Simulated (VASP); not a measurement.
Here is a VASP 6.6.1 calculation.

File POSCAR:

```
CsI
1.0
    4.6368690388      0.0000000000      0.0000000000
    0.0000000000      4.6368690388      0.0000000000
    0.0000000000      0.0000000000      4.6368690388
Cs I
1 1
Direct
    0.0000000000      0.0000000000      0.0000000000
    0.5000000000      0.5000000000      0.5000000000
```

Contents of INCAR.step1:

```
ALGO = Normal
EDIFF = 1E-5
ENCUT = 400
GGA = PE
GGA_COMPAT = F
ISIF = 2
ISMEAR = -1
LASPH = T
LREAL = F
LWAVE = T
NBANDS = 15
NELM = 120
PREC = Accurate
SIGMA = 0.02
```

Contents of INCAR.step2:

```
ALGO = Normal
EDIFF = 1E-6
ENCUT = 400
GGA = PE
GGA_COMPAT = F
HFSCREEN = 0.2079
ISIF = 2
ISMEAR = -1
ISTART = 1
LASPH = T
LCHARG = T
LELF = T
LHFCALC = T
LREAL = F
LVHAR = T
LWAVE = F
NBANDS = 15
NELM = 120
PREC = Accurate
PRECFOCK = Normal
SIGMA = 0.02
```

The input KPOINTS:

```
k-points
0
Gamma
  4 4 4
```

Potentials or basis: VASP PAW PBE potentials, release 64 (Cs_sv, I).

Launch:

```sh
$ cat potpaw_PBE.64/Cs_sv/POTCAR potpaw_PBE.64/I/POTCAR > POTCAR
$ cp INCAR.step1 INCAR
$ mpirun -np 1 vasp_std > vasp.out
$ cp INCAR.step2 INCAR
$ mpirun -np 1 vasp_std > vasp.out
```

(1) Predict the pressure.

(2) Estimate the band gap on the k mesh.

Results:

(1) 0.0 GPa.

(2) 4.71 eV (least direct gap 4.82 eV).

Caveat: the PAW data sets were made with another functional, which shifts forces and pressure a little; spin-orbit coupling is left out, which moves the levels of the heavy elements.
